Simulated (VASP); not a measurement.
Write the native input for VASP 6.6.1 that does the following.

* Task: single point
* Functional: LDA
* Potentials or basis: VASP PAW LDA potentials, release 64 (Pb_d, S)
* Cutoff: 520 eV
* k mesh: 7 × 7 × 6
* Occupations: fermi-dirac, width 0.05 eV
* Spin: no spin polarisation
* Dipole correction: no
* Further INCAR settings: ALGO = Normal; EDIFF = 1e-06; NBANDS = 28

The structure of PbS lies in POSCAR:

```
PbS
1.0
    2.1073236324     -6.0701387599      0.0000000000
    2.1073236324      6.0701387599      0.0000000000
    0.0000000000      0.0000000000      4.3356342523
Pb S
2 2
Direct
    0.1305633500      0.8694366500      0.2500000000
    0.8694366500      0.1305633500      0.7500000000
    0.3547970900      0.6452029100      0.2500000000
    0.6452029100      0.3547970900      0.7500000000
```

These files were run (other wordings do the same):

INCAR

```
SYSTEM = PbS
ALGO = Normal
EDIFF = 1E-6
ENCUT = 520
GGA = CA
ISIF = 2
ISMEAR = -1
LASPH = .True.
LCHARG = .False.
LREAL = .False.
LWAVE = .False.
NBANDS = 28
NELM = 100
PREC = Accurate
SIGMA = 0.05
```

KPOINTS

```
k-points
0
Gamma
  7 7 6
  0 0 0
```

Potentials or basis: VASP PAW LDA potentials, release 64 (Pb_d, S).

Launch:

```sh
$ cat potpaw_LDA.64/Pb_d/POTCAR potpaw_LDA.64/S/POTCAR > POTCAR
$ mpirun -np 1 vasp_std > vasp.out
```

Results of the run:

```json
{
  "Pressure": "-5.2 GPa",
  "Largest force": "0.321 eV/Å",
  "Band gap on the k mesh": "1.17 eV (least direct gap 1.27 eV)"
}
```

Caveat: the cell stands under tension; spin-orbit coupling is left out, which moves the levels of the heavy elements; an odd mesh through Γ misses points on the zone boundary, where band edges can lie.

Wall time 80 s on 1 thread of Intel(R) Xeon(R) 6975P-C (Granite Rapids), with other jobs on the host, peak memory 0.32 GiB.
